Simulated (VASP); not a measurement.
# B33N31 (a cell with a defect) in VASP: single point with PBEsol

Aim: the single point of B33N31 (a cell with a defect) with PBEsol.

Everything below comes from runs of VASP 6.6.1. Logs are shortened: lines on timing, memory, paths and dates and some standing lists are left out, and cuts for length are marked.

## (1) The cell of the first run

The cell holds a defect, 64 atoms: a = 7.212 Å, b = 7.212 Å, c = 7.212 Å, α = 90.00°, β = 90.00°, γ = 90.00°.

## (2) Single point, PBEsol

File INCAR:

```
SYSTEM = B33N31
PREC = Accurate
ENCUT = 520
EDIFF = 1E-6
ISMEAR = -1
SIGMA = 0.05
LREAL = Auto
LASPH = .True.
NELM = 120
ALGO = Normal
ISIF = 2
LWAVE = .False.
LCHARG = .True.
GGA = PS
LELF = .True.
LVHAR = .True.
NBANDS = 165
ISYM = -1
GGA_COMPAT = .False.
```

File KPOINTS:

```
explicit points
1
Reciprocal
  0.25000000   0.25000000   0.25000000 1
```

File POSCAR:

```
B33N31
1.0
    7.2115910000      0.0000000000      0.0000000000
    0.0000000000      7.2115910000      0.0000000000
    0.0000000000      0.0000000000      7.2115910000
B N
33 31
Direct
    0.0002010000      0.0004730000      0.0000410000
    0.0012450000      0.0017370000      0.5000110000
    0.0012760000      0.5004260000      0.0013410000
    0.9991790000      0.5004860000      0.4999830000
    0.4998790000      0.0019380000      0.0015270000
    0.5014410000      0.0018380000      0.4980260000
    0.5013670000      0.4984230000      0.0015080000
    0.4915160000      0.4936710000      0.4932070000
    0.6417220000      0.6078470000      0.6073960000
    0.2499150000      0.2503650000      0.9998070000
    0.2487300000      0.2492490000      0.4998050000
    0.2488410000      0.7517110000      0.0012680000
    0.2498710000      0.7477390000      0.4980780000
    0.7497920000      0.2485790000      0.0020040000
    0.7493910000      0.2506400000      0.4987680000
    0.7518040000      0.7490350000      0.0016760000
    0.7514110000      0.7655830000      0.4959050000
    0.2499300000      0.0002380000      0.2499680000
    0.2488360000      0.0016710000      0.7513340000
    0.2487160000      0.5002020000      0.2488420000
    0.2498620000      0.4984690000      0.7473110000
    0.7498050000      0.0024060000      0.2482010000
    0.7518060000      0.0020200000      0.7485560000
    0.7494550000      0.4992000000      0.2501810000
    0.7512380000      0.4965240000      0.7655020000
    0.9998880000      0.2505750000      0.2501760000
    0.0002690000      0.2502020000      0.7510560000
    0.0003840000      0.7514800000      0.2496850000
    0.9989240000      0.7498810000      0.7494310000
    0.4996000000      0.2485740000      0.2481730000
    0.4998340000      0.2509780000      0.7493580000
    0.4998480000      0.7498140000      0.2505690000
    0.4906840000      0.7647470000      0.7645840000
    0.1254670000      0.1253470000      0.1249360000
    0.1258670000      0.1249180000      0.6245620000
    0.1258900000      0.6249920000      0.1244830000
    0.1248750000      0.6253780000      0.6249570000
    0.6252040000      0.1245900000      0.1241820000
    0.6253810000      0.1262770000      0.6250220000
    0.6253680000      0.6254480000      0.1258710000
    0.3744030000      0.3749910000      0.1246130000
    0.3707960000      0.3710750000      0.6238980000
    0.3753660000      0.8753790000      0.1242910000
    0.3786320000      0.8730230000      0.6236000000
    0.8758160000      0.3750680000      0.1256000000
    0.8756890000      0.3745990000      0.6245410000
    0.8758450000      0.8762040000      0.1251160000
    0.8788280000      0.8807530000      0.6246840000
    0.3744450000      0.1249900000      0.3746070000
    0.3753790000      0.1246990000      0.8749620000
    0.3707800000      0.6243080000      0.3706670000
    0.3784960000      0.6239760000      0.8727760000
    0.8758110000      0.1260450000      0.3746810000
    0.8758150000      0.1255420000      0.8757250000
    0.8759020000      0.6250330000      0.3739390000
    0.8788120000      0.6251370000      0.8803880000
    0.1243900000      0.3753390000      0.3749430000
    0.1257590000      0.3755940000      0.8752070000
    0.1258040000      0.8756510000      0.3751750000
    0.1260320000      0.8751330000      0.8747290000
    0.6245760000      0.3709010000      0.3704620000
    0.6255050000      0.3708680000      0.8812830000
    0.6255630000      0.8816540000      0.3704470000
    0.6267420000      0.8757190000      0.8753420000
```

Potentials or basis: VASP PAW PBE potentials, release 64 (B, N).

Launch:

```bash
cat potpaw_PBE.64/B/POTCAR potpaw_PBE.64/N/POTCAR > POTCAR
mpirun -np 1 vasp_std > vasp.out
```

OUTCAR:

```text
SYSTEM = B33N31
   PREC = Accurate
   ENCUT = 520
   EDIFF = 1E-6
   ISMEAR = -1
   LREAL = Auto
   LASPH = .True.
   NELM = 120
   ISIF = 2
   GGA = PS
   ISYM = -1

 ion  position               nearest neighbor table
   1  0.000  0.000  0.000-  47 1.56  54 1.56  34 1.56  60 1.57
   2  0.001  0.002  0.500-  48 1.53  35 1.55  53 1.56  59 1.56
   3  0.001  0.500  0.001-  56 1.53  36 1.55  45 1.56  58 1.56
   4  0.999  0.500  0.500-  55 1.56  46 1.56  57 1.56  37 1.56
   5  0.500  0.002  0.002-  38 1.54  50 1.56  43 1.56  64 1.58
   6  0.501  0.002  0.498-  63 1.55  49 1.56  39 1.56  44 1.57
[... 56 lines left out ...]
  63  0.626  0.882  0.370-  22 1.53  17 1.53   6 1.55  32 1.57
  64  0.627  0.876  0.875-  33 1.50  16 1.57  23 1.57   5 1.58

IMPORTANT INFORMATION: All symmetrisations will be switched off!
NOSYMM: (Re-)initialisation of all symmetry stuff for point group C_1.

----------------------------------------------------------------------------------------

                                     Primitive cell

  volume of cell :     375.0535

  direct lattice vectors                    reciprocal lattice vectors
     7.211591000  0.000000000  0.000000000     0.138665656  0.000000000  0.000000000
     0.000000000  7.211591000  0.000000000     0.000000000  0.138665656  0.000000000
     0.000000000  0.000000000  7.211591000     0.000000000  0.000000000  0.138665656

  length of vectors
     7.211591000  7.211591000  7.211591000     0.138665656  0.138665656  0.138665656

  position of ions in fractional coordinates (direct lattice)
     0.000201000  0.000473000  0.000041000
     0.001245000  0.001737000  0.500011000
     0.001276000  0.500426000  0.001341000
     0.999179000  0.500486000  0.499983000
     0.499879000  0.001938000  0.001527000
     0.501441000  0.001838000  0.498026000
[... 56 lines left out ...]
     0.625563000  0.881654000  0.370447000
     0.626742000  0.875719000  0.875342000

  ion indices of the primitive-cell ions
   primitive index   ion index
                 1           1
                 2           2
                 3           3
                 4           4
                 5           5
                 6           6
[... 56 lines left out ...]
                63          63
                64          64

----------------------------------------------------------------------------------------

 KPOINTS: explicit points

Read explicit list of k-points.

 Found      1 k-points:

 Following reciprocal coordinates:
            Coordinates               Weight
  0.250000  0.250000  0.250000      1.000000
   k-points           NKPTS =      1   k-points in BZ     NKDIM =      1   number of bands    NBANDS=    165
   number of dos      NEDOS =    301   number of ions     NIONS =     64
   total plane-waves  NPLWV = 157464
   dimension x,y,z NGX =    54 NGY =   54 NGZ =   54
   dimension x,y,z NGXF=   108 NGYF=  108 NGZF=  108
   ions per type =              33  31
   NGX,Y,Z   is equivalent  to a cutoff of  12.45, 12.45, 12.45 a.u.
   NGXF,Y,Z  is equivalent  to a cutoff of  24.90, 24.90, 24.90 a.u.
 SYSTEM =  B33N31
   PREC   = accura    normal or accurate (medium, high low for compatibility)
   ISTART =      0    job   : 0-new  1-cont  2-samecut
   ICHARG =      2    charge: 1-file 2-atom 10-const
   ISPIN  =      1    spin polarized calculation?
   LNONCOLLINEAR =      F non collinear calculations
   LSORBIT =      F    spin-orbit coupling
   LASPH  =      T    aspherical Exc in radial PAW
   ENCUT  =  520.0 eV  38.22 Ry    6.18 a.u.  13.41 13.41 13.41*2*pi/ulx,y,z
   NELM   =    120;   NELMIN=  2; NELMDL= -5     # of ELM steps
   EDIFF  = 0.1E-05   stopping-criterion for ELM
   LREAL  =      T    real-space projection
   EDIFFG = 0.1E-04   stopping-criterion for IOM
   NSW    =      0    number of steps for IOM
   IBRION =     -1    ionic relax: 0-MD 1-quasi-New 2-CG
   NFREE  =      0    steps in history (QN), initial steepest desc. (CG)
   ISIF   =      2    stress and relaxation
   ISYM   =     -1    0-nonsym 1-usesym 2-fastsym
   POTIM  = 0.5000    time-step for ionic-motion
   TEBEG  =    0.0;   TEEND  =   0.0 temperature during run
   PSTRESS=    0.0 pullay stress
   NELECT =     254.0000    total number of electrons
   NUPDOWN=      -1.0000    fix difference up-down
   EMIN   =  10.00;   EMAX   =-10.00  energy-range for DOS
   EFERMI =   0.00;   METHOD = LEGACY
   ISMEAR =    -1;   SIGMA  =   0.05  broadening in eV -4-tet -1-fermi 0-gaus
   EFERMI_NEDOS =   21; number of points for ismear=-14 and -15
   IALGO  =     38    algorithm
   IMIX   =      4    mixing-type and parameters
     AMIX     =   0.40;   BMIX     =  1.00
     AMIX_MAG =   1.60;   BMIX_MAG =  1.00
  volume/ion in A,a.u.               =       5.86        39.55
  Fermi-wavevector in a.u.,A,eV,Ry     =   1.437656  2.716776 28.121266  2.066855
  Thomas-Fermi vector in A             =   2.556710
   LORBIT       =      0    0 simple, 1 ext, 2 COOP (PROOUT), +10 PAW based schemes
   GGA     = PS    functional components
   LHFCALC =     F    Hartree Fock is set to
   AEXX    =    0.0000 exact exchange contribution
   IVDW    =     0    specifies the selected vdW correction
   LEPSILON=     F    determine dielectric tensor
   LRPA    =     F    only Hartree local field effects (RPA)
 non-spin polarized calculation
  energy-cutoff  :      520.00
  volume of cell :      375.05
 maximum number of plane-waves:     10107
 NGX is ok and might be reduce to    54
   NGX = 27   NGY = 27   NGZ = 27

 number of electron     254.0000058 magnetization

 Free energy of the ion-electron system (eV)
  ---------------------------------------------------
  ext. energy  EPLUGINS =         0.00000000
  ---------------------------------------------------
  free energy    TOTEN  =      -577.66444297 eV

  energy without entropy =     -577.66432494  energy(sigma->0) =     -577.66438395

 E-fermi :   8.8389     XC(G=0): -13.0443

 val. band max:        8.3473208624   @ k =   0.2500   0.2500   0.2500
 cond. band min:       9.3298580061   @ k =   0.2500   0.2500   0.2500
 fundamental gap:      0.9825371437
 Fermi energy:         8.8388881400

 k-point     1 :       0.2500    0.2500    0.2500
  band No.  band energies     occupation
      1     -12.5727      2.00000
      2     -11.6702      2.00000
      3     -11.6125      2.00000
      4     -11.4199      2.00000
      5     -10.7220      2.00000
      6     -10.6701      2.00000
[... 131 lines left out ...]
    138      15.5957      0.00000
    139      15.6391      0.00000
 [bands above 139 left out]

------------------------ aborting loop because EDIFF is reached ----------------------------------------

  FORCE on cell =-STRESS in cart. coord.  units (eV):
  Direction    XX          YY          ZZ          XY          YZ          ZX
  --------------------------------------------------------------------------------------
  -------------------------------------------------------------------------------------
  Total        7.3367242     14.3960887     14.5980599      2.4546470     -4.1128772      2.3053392
  in kB       31.3414807     61.4981191     62.3609123     10.4859158    -17.5696479      9.8480932
  external PRESSURE =      51.7335040 kB  Pullay stress =       0.0000000 kB

 VOLUME and BASIS-vectors are now :
 -----------------------------------------------------------------------------
  energy-cutoff  :      520.00
  volume of cell :      375.05
      direct lattice vectors                 reciprocal lattice vectors
     7.211591000  0.000000000  0.000000000     0.138665656  0.000000000  0.000000000
     0.000000000  7.211591000  0.000000000     0.000000000  0.138665656  0.000000000
     0.000000000  0.000000000  7.211591000     0.000000000  0.000000000  0.138665656

 POSITION                                       TOTAL-FORCE (eV/Angst)
 -----------------------------------------------------------------------------------
      0.00145      0.00341      0.00030        -0.001808      0.001221     -0.000981
      0.00898      0.01253      3.60587         0.009404      0.005667     -0.008639
      0.00920      3.60887      0.00967         0.004458     -0.007679      0.004887
      7.20567      3.60930      3.60567         0.001760     -0.000735      0.001319
      3.60492      0.01398      0.01101         0.008648     -0.007541     -0.005801
      3.61619      0.01325      3.59156        -0.002955     -0.003074      0.002136
[... 56 lines left out ...]
      4.51130      6.35813      2.67151        -0.005486     -0.008727     -0.004313
      4.51981      6.31533      6.31261         0.002834      0.008096      0.007796
 -----------------------------------------------------------------------------------
    total drift:                               -0.000199     -0.003924      0.006011

  FREE ENERGIE OF THE ION-ELECTRON SYSTEM (eV)
  ---------------------------------------------------
  free  energy   TOTEN  =      -577.6644429657 eV

  energy  without entropy=     -577.6643249357  energy(sigma->0) =     -577.66438395
```

It took 1.7 min on 1 thread of Intel Xeon 6975P-C (Granite Rapids), shared host; peak memory 0.39 GiB.

Results:

```
Free energy            : -577.6644 eV
Pressure               : 5.2 GPa
Largest force          : 0.042 eV/Å
Band gap on the k mesh : 0.98 eV
```

Forces in eV/Å, atoms in the order of the input:
```
B   -0.002  0.001 -0.001
B    0.009  0.006 -0.009
B    0.004 -0.008  0.005
B    0.002 -0.001  0.001
B    0.009 -0.008 -0.006
B   -0.003 -0.003  0.002
B   -0.002  0.000  0.000
B    0.001 -0.002  0.003
B   -0.017 -0.001 -0.008
B    0.001  0.002  0.001
B   -0.001 -0.007 -0.008
B    0.009 -0.007 -0.007
B    0.009  0.005  0.004
B    0.004 -0.003 -0.001
B    0.000  0.001  0.005
B   -0.002  0.003 -0.002
B    0.002  0.011  0.001
B    0.003 -0.003  0.001
B    0.014 -0.010 -0.009
B   -0.001 -0.006 -0.005
B    0.006  0.007  0.009
B    0.003  0.000 -0.005
B   -0.004 -0.001  0.004
B   -0.003  0.005  0.002
B    0.007 -0.008  0.001
B    0.004 -0.001 -0.003
B    0.007 -0.005  0.002
B    0.000  0.001  0.000
B    0.003 -0.001  0.002
B   -0.003 -0.004 -0.004
B    0.004  0.004  0.008
B    0.002  0.002  0.005
B    0.018 -0.022 -0.031
N   -0.005  0.004  0.002
N   -0.006  0.002  0.001
N   -0.003 -0.003  0.001
N   -0.003  0.000  0.001
N    0.000  0.001  0.002
N    0.001  0.001  0.002
N    0.003  0.000  0.002
N    0.000  0.002  0.003
N    0.006  0.009  0.004
N   -0.001  0.001  0.005
N   -0.017  0.011 -0.005
N    0.003  0.000 -0.002
N   -0.013  0.005  0.000
N   -0.002 -0.001  0.001
N   -0.001 -0.005  0.005
N   -0.003  0.005  0.003
N   -0.004  0.006 -0.001
N    0.009  0.007  0.005
N   -0.010 -0.006  0.005
N    0.002 -0.002 -0.001
N   -0.003  0.000  0.003
N   -0.014 -0.005  0.007
N    0.000  0.009 -0.003
N   -0.001  0.000 -0.001
N   -0.003  0.002  0.001
N   -0.004  0.000  0.004
N   -0.008  0.001 -0.002
N    0.003  0.009  0.007
N   -0.006  0.000 -0.006
N   -0.005 -0.009 -0.004
N    0.003  0.008  0.008
```

Levels at points of the mesh, in eV from the valence-band top:
```csv
k point,band 125,band 126,band 127,band 128,band 129,band 130
"(0.25, 0.25, 0.25)",-1.59,-0.22,0.00,0.98,4.54,4.54
```

Caveat: the PAW data sets were made with another functional, which shifts forces and pressure a little.
